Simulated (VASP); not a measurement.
# TaN in VASP: further runs, part 2 of 3

VASP 6.6.1.

### Step 3. Single point, PBEsol

This run uses another cell than the first one, of 10.14 Å³/atom.

INCAR reads:

```
PREC = Accurate
ENCUT = 520
EDIFF = 1E-6
ISMEAR = 0
SIGMA = 0.1
LREAL = False
LASPH = True
NELM = 60
ALGO = Normal
ISIF = 2
LWAVE = False
LCHARG = True
GGA = PS
LELF = True
LVHAR = True
NBANDS = 15
ISYM = 0
```

KPOINTS reads:

```
regular mesh
0
Gamma
  12 12 13
```

POSCAR reads:

```
TaN
1.0
    2.9726300472      0.0000000000      0.0000000000
   -1.4863150236      2.5743731369      0.0000000000
    1.4863150236      0.8581243790      2.6506635767
Ta N
1 1
Direct
    0.0000000000      0.0000000000      0.0000000000
    0.0000000000      0.5000000000      0.5000000000
```

Potentials or basis: VASP PAW PBE potentials, release 64 (Ta_pv, N).

The run is started by

```sh
$ cat potpaw_PBE.64/Ta_pv/POTCAR potpaw_PBE.64/N/POTCAR > POTCAR
$ mpirun -np 1 vasp_std > vasp.out
```

It took 4.5 min on 1 thread of AMD EPYC 7R13, shared host; peak memory 0.36 GiB.

Results (log left out):

```yaml
Free_energy: -23.1396 eV
Pressure: 13.8 GPa
Band_gap_on_the_k_mesh: zero (bands 8 and 9 overlap by 3.31 eV)
```

Stress tensor (GPa, compression positive):
```
17.63  0.07  0.40
 0.07 17.55  0.23
 0.40  0.23  6.26
```

Levels at points of the mesh, in eV from the Fermi level:
| k point | band 6 | band 7 | band 8 | band 9 | band 10 | band 11 |
| --- | --- | --- | --- | --- | --- | --- |
| (0.00, 0.00, 0.00) | -3.60 | -3.60 | -3.23 | -1.79 | -1.79 | 0.25 |
| (0.50, 0.00, 0.00) | -5.77 | -4.82 | -4.36 | 2.17 | 3.57 | 4.13 |
| (0.00, 0.50, 0.00) | -8.43 | -7.50 | 0.72 | 3.05 | 3.25 | 4.01 |
| (0.50, 0.50, 0.00) | -8.43 | -7.50 | 0.72 | 3.05 | 3.25 | 4.01 |

Caveat: the cell stands under pressure; the PAW data sets were made with another functional, which shifts forces and pressure a little; spin-orbit coupling is left out, which moves the levels of the heavy elements.

### Step 4. Single point, PBEsol

This run uses another cell than the first one, of 10.14 Å³/atom.

INCAR reads:

```
SYSTEM = TaN
  ALGO = Normal
  EDIFF = 1E-6
  ENCUT = 520
  GGA = PS
  ISIF = 2
  ISMEAR = 0
  ISYM = 0
  LASPH = .True.
  LCHARG = .False.
  LREAL = .False.
  LWAVE = .False.
  NBANDS = 15
  NELM = 80
  PREC = Accurate
  SIGMA = 0.1
```

KPOINTS reads:

```
k-points
0
Gamma
  12 12 13
  0 0 0
```

POSCAR is that of step 3.

Potentials or basis: VASP PAW PBE potentials, release 64 (Ta_pv, N).

The run is started by

```sh
$ cat potpaw_PBE.64/Ta_pv/POTCAR potpaw_PBE.64/N/POTCAR > POTCAR
$ mpirun -np 1 vasp_std > vasp.out
```

OUTCAR:

```text
SYSTEM = TaN
   EDIFF = 1E-6
   ENCUT = 520
   GGA = PS
   ISIF = 2
   ISMEAR = 0
   ISYM = 0
   LASPH = .True.
   LREAL = .False.
   NELM = 80
   PREC = Accurate

 ion  position               nearest neighbor table
   1  0.000  0.000  0.000-   2 2.17   2 2.17   2 2.17   2 2.17   2 2.17   2 2.17
   2  0.000  0.500  0.500-   1 2.17   1 2.17   1 2.17   1 2.17   1 2.17   1 2.17

IMPORTANT INFORMATION: All symmetrisations will be switched off!
NOSYMM: (Re-)initialisation of all symmetry stuff for point group C_1.

----------------------------------------------------------------------------------------

                                     Primitive cell

  volume of cell :      20.2846

  direct lattice vectors                    reciprocal lattice vectors
     2.972630047  0.000000000  0.000000000     0.336402440  0.194222039 -0.251509348
    -1.486315024  2.574373137  0.000000000     0.000000000  0.388444078 -0.125754674
     1.486315024  0.858124379  2.650663577     0.000000000  0.000000000  0.377264021

  length of vectors
     2.972630047  2.972630047  3.157772505     0.462758851  0.408292836  0.377264021

  position of ions in fractional coordinates (direct lattice)
     0.000000000  0.000000000  0.000000000
     0.000000000  0.500000000  0.500000000

  ion indices of the primitive-cell ions
   primitive index   ion index
                 1           1
                 2           2

----------------------------------------------------------------------------------------

 KPOINTS: k-points

Automatic generation of k-mesh.
 Grid dimensions read from file:
 generate k-points for:   12   12   13

 Generating k-lattice:

  Cartesian coordinates                     Fractional coordinates (reciprocal lattice)
     0.028033537  0.016185170 -0.020959112     0.083333333  0.000000000  0.000000000
     0.000000000  0.032370340 -0.010479556     0.000000000  0.083333333  0.000000000
     0.000000000  0.000000000  0.029020309     0.000000000  0.000000000  0.076923077

  Length of vectors
     0.038563238  0.034024403  0.029020309

  Shift w.r.t. Gamma in fractional coordinates (k-lattice)
     0.000000000  0.000000000  0.000000000

 -----------------------------------------------------------------------------
|                                                                             |
|           W    W    AA    RRRRR   N    N  II  N    N   GGGG   !!!           |
|           W    W   A  A   R    R  NN   N  II  NN   N  G    G  !!!           |
|           W    W  A    A  R    R  N N  N  II  N N  N  G       !!!           |
|           W WW W  AAAAAA  RRRRR   N  N N  II  N  N N  G  GGG   !            |
|           WW  WW  A    A  R   R   N   NN  II  N   NN  G    G                |
|           W    W  A    A  R    R  N    N  II  N    N   GGGG   !!!           |
|                                                                             |
|     Your reciprocal lattice and k-lattice belong to different lattice       |
|     classes:                                                                |
|                                                                             |
|        The reciprocal lattice is rhombohedral (trigonal),                   |
|        whereas your k-lattice is base-centered monoclinic.                  |
|                                                                             |
|     Results are often still useful ...                                      |
|                                                                             |
 -----------------------------------------------------------------------------

 WARNING: IBZKPT: internal override: KBLOWUP is changed to .FALSE.
      ... skipping the blow-up phase ...

 Subroutine IBZKPT returns following result:
[... 43 lines left out ...]
   ISPIN  =      1    spin polarized calculation?
   LNONCOLLINEAR =      F non collinear calculations
   LSORBIT =      F    spin-orbit coupling
   LASPH  =      T    aspherical Exc in radial PAW
   ENCUT  =  520.0 eV  38.22 Ry    6.18 a.u.   5.53  5.53  5.87*2*pi/ulx,y,z
   NELM   =     80;   NELMIN=  2; NELMDL= -5     # of ELM steps
   EDIFF  = 0.1E-05   stopping-criterion for ELM
   LREAL  =      F    real-space projection
   EDIFFG = 0.1E-04   stopping-criterion for IOM
   NSW    =      0    number of steps for IOM
   IBRION =     -1    ionic relax: 0-MD 1-quasi-New 2-CG
   NFREE  =      0    steps in history (QN), initial steepest desc. (CG)
   ISIF   =      2    stress and relaxation
   ISYM   =      0    0-nonsym 1-usesym 2-fastsym
   POTIM  = 0.5000    time-step for ionic-motion
   TEBEG  =    0.0;   TEEND  =   0.0 temperature during run
   PSTRESS=    0.0 pullay stress
   NELECT =      16.0000    total number of electrons
   NUPDOWN=      -1.0000    fix difference up-down
   EMIN   =  10.00;   EMAX   =-10.00  energy-range for DOS
   EFERMI =   0.00;   METHOD = LEGACY
   ISMEAR =     0;   SIGMA  =   0.10  broadening in eV -4-tet -1-fermi 0-gaus
   EFERMI_NEDOS =   21; number of points for ismear=-14 and -15
   IALGO  =     38    algorithm
   IMIX   =      4    mixing-type and parameters
     AMIX     =   0.40;   BMIX     =  1.00
     AMIX_MAG =   1.60;   BMIX_MAG =  1.00
  volume/ion in A,a.u.               =      10.14        68.44
  Fermi-wavevector in a.u.,A,eV,Ry     =   1.512606  2.858411 31.129818  2.287977
  Thomas-Fermi vector in A             =   2.622508
   LORBIT       =      0    0 simple, 1 ext, 2 COOP (PROOUT), +10 PAW based schemes
   GGA     = PS    functional components
   LHFCALC =     F    Hartree Fock is set to
   AEXX    =    0.0000 exact exchange contribution
   IVDW    =     0    specifies the selected vdW correction
   LEPSILON=     F    determine dielectric tensor
   LRPA    =     F    only Hartree local field effects (RPA)
 non-spin polarized calculation
 Gauss-broadening in eV      SIGMA  =   0.10
  energy-cutoff  :      520.00
  volume of cell :       20.28
 maximum number of plane-waves:       568
 NGX is ok and might be reduce to    24
   NGX = 11   NGY = 11   NGZ = 11

 number of electron      16.0000000 magnetization

 Free energy of the ion-electron system (eV)
  ---------------------------------------------------
  ext. energy  EPLUGINS =         0.00000000
  ---------------------------------------------------
  free energy    TOTEN  =       -23.13964523 eV

  energy without entropy =      -23.13651580  energy(sigma->0) =      -23.13808052

 E-fermi :   9.8367     XC(G=0): -13.8512

 val. band max:        9.8269845300   @ k =   0.0833   0.0000   0.3846
 cond. band min:       9.8402401315   @ k =   0.1667  -0.3333   0.0769
 fundamental gap:      0.0132556015
 Fermi energy:         9.8367426155

 k-point     1 :       0.0000    0.0000    0.0000
  band No.  band energies     occupation
      1     -25.8648      2.00000
      2     -25.6301      2.00000
      3     -25.6287      2.00000
      4      -9.2620      2.00000
      5       5.6705      2.00000
      6       6.2409      2.00000
      7       6.2413      2.00000
      8       6.6107      2.00000
      9       8.0484      2.00000
     10       8.0499      2.00000
     11      10.0915      0.00031
     12      10.0929      0.00029
     13      12.0886      0.00000
     14      19.4151      0.00000
[... 401 lines left out ...]
      2     -26.0747      2.00000
      3     -26.0624      2.00000
      4      -7.4722      2.00000
      5       2.3358      2.00000
      6       3.2349      2.00000
      7       3.9051      2.00000
      8       6.6004      2.00000
      9      12.4251      0.00000
     10      13.4607      0.00000
     11      13.8186      0.00000
     12      15.2958      0.00000
     13      18.2830      0.00000
     14      20.2981      0.00000
     15      22.3843      0.00000

 [... further k-points ...]

------------------------ aborting loop because EDIFF is reached ----------------------------------------

  FORCE on cell =-STRESS in cart. coord.  units (eV):
  Direction    XX          YY          ZZ          XY          YZ          ZX
  --------------------------------------------------------------------------------------
  -------------------------------------------------------------------------------------
  Total        2.2315689      2.2218496      0.7931533      0.0084182      0.0291002      0.0504032
  in kB      176.2600632    175.4923851     62.6470672      0.6649118      2.2984715      3.9810894
  external PRESSURE =     138.1331718 kB  Pullay stress =       0.0000000 kB

 VOLUME and BASIS-vectors are now :
 -----------------------------------------------------------------------------
  energy-cutoff  :      520.00
  volume of cell :       20.28
      direct lattice vectors                 reciprocal lattice vectors
     2.972630047  0.000000000  0.000000000     0.336402440  0.194222039 -0.251509348
    -1.486315024  2.574373137  0.000000000     0.000000000  0.388444078 -0.125754674
     1.486315024  0.858124379  2.650663577     0.000000000  0.000000000  0.377264021

 POSITION                                       TOTAL-FORCE (eV/Angst)
 -----------------------------------------------------------------------------------
      0.00000      0.00000      0.00000        -0.000000     -0.000000     -0.000000
      0.00000      1.71625      1.32533         0.000000      0.000000      0.000000
 -----------------------------------------------------------------------------------
    total drift:                                0.000000      0.000000      0.000000

  FREE ENERGIE OF THE ION-ELECTRON SYSTEM (eV)
  ---------------------------------------------------
  free  energy   TOTEN  =       -23.1396452342 eV

  energy  without entropy=      -23.1365157992  energy(sigma->0) =      -23.13808052
```

OSZICAR:

```text
N       E                     dE             d eps       ncg     rms          rms(c)
DAV:   1     0.954965788197E+02    0.95497E+02   -0.85721E+03 28178   0.112E+03
DAV:   2    -0.229519389923E+02   -0.11845E+03   -0.11199E+03 34686   0.308E+02
DAV:   3    -0.259181533139E+02   -0.29662E+01   -0.29426E+01 31626   0.474E+01
DAV:   4    -0.259295931283E+02   -0.11440E-01   -0.11429E-01 36379   0.316E+00
DAV:   5    -0.259296552850E+02   -0.62157E-04   -0.62156E-04 31875   0.204E-01    0.267E+01
DAV:   6    -0.232230196486E+02    0.27066E+01   -0.47501E+00 35542   0.253E+01    0.114E+01
DAV:   7    -0.231761161409E+02    0.46904E-01   -0.59026E-01 33453   0.580E+00    0.752E+00
DAV:   8    -0.231470526029E+02    0.29064E-01   -0.14473E-01 34006   0.301E+00    0.158E+00
DAV:   9    -0.231398534596E+02    0.71991E-02   -0.20326E-02 31724   0.114E+00    0.294E-01
DAV:  10    -0.231397335422E+02    0.11992E-03   -0.14604E-03 33509   0.451E-01    0.678E-02
DAV:  11    -0.231396467173E+02    0.86825E-04   -0.17315E-04 32914   0.150E-01    0.223E-02
DAV:  12    -0.231396457862E+02    0.93109E-06   -0.12692E-05 31668   0.331E-02    0.682E-03
DAV:  13    -0.231396452342E+02    0.55201E-06   -0.11958E-06 23283   0.860E-03
   1 F= -.23139645E+02 E0= -.23138081E+02  d E =-.312943E-02
```

stdout:

```text
POSCAR found type information on POSCAR TaN
 POSCAR found :  2 types and       2 ions
 scaLAPACK will be used
 -----------------------------------------------------------------------------
|                                                                             |
|                                                                             |
[... 21 lines left out ...]
|     Results are often still useful ...                                      |
|                                                                             |
 -----------------------------------------------------------------------------

 POSCAR, INCAR and KPOINTS ok, starting setup
 FFT: planning ... GRIDC
 FFT: planning ... GRID_SOFT
 FFT: planning ... GRID
 WAVECAR not read
 entering main loop
```

It took 4.2 min on 1 thread of AMD EPYC 7R13, shared host; peak memory 0.36 GiB.

What came out:

- Free energy: -23.1396 eV
- Pressure: 13.8 GPa
- Band gap on the k mesh: zero (bands 8 and 9 overlap by 3.31 eV)

Levels at points of the mesh, in eV from the Fermi level:
```
           k point  band 5  band 6  band 7  band 8  band 9  band 10  band 11  band 12
(0.00, 0.00, 0.00)   -4.17   -3.60   -3.60   -3.23   -1.79    -1.79     0.25     0.26
(0.50, 0.00, 0.00)   -6.66   -5.77   -4.82   -4.36    2.17     3.57     4.13     5.00
(0.00, 0.50, 0.00)  -10.67   -8.43   -7.50    0.72    3.05     3.25     4.01     8.08
(0.50, 0.50, 0.00)  -10.67   -8.43   -7.50    0.72    3.05     3.25     4.01     8.08
```

Caveat: the cell stands under pressure; the PAW data sets were made with another functional, which shifts forces and pressure a little; spin-orbit coupling is left out, which moves the levels of the heavy elements.

(Part 2 of 3 ends here.)
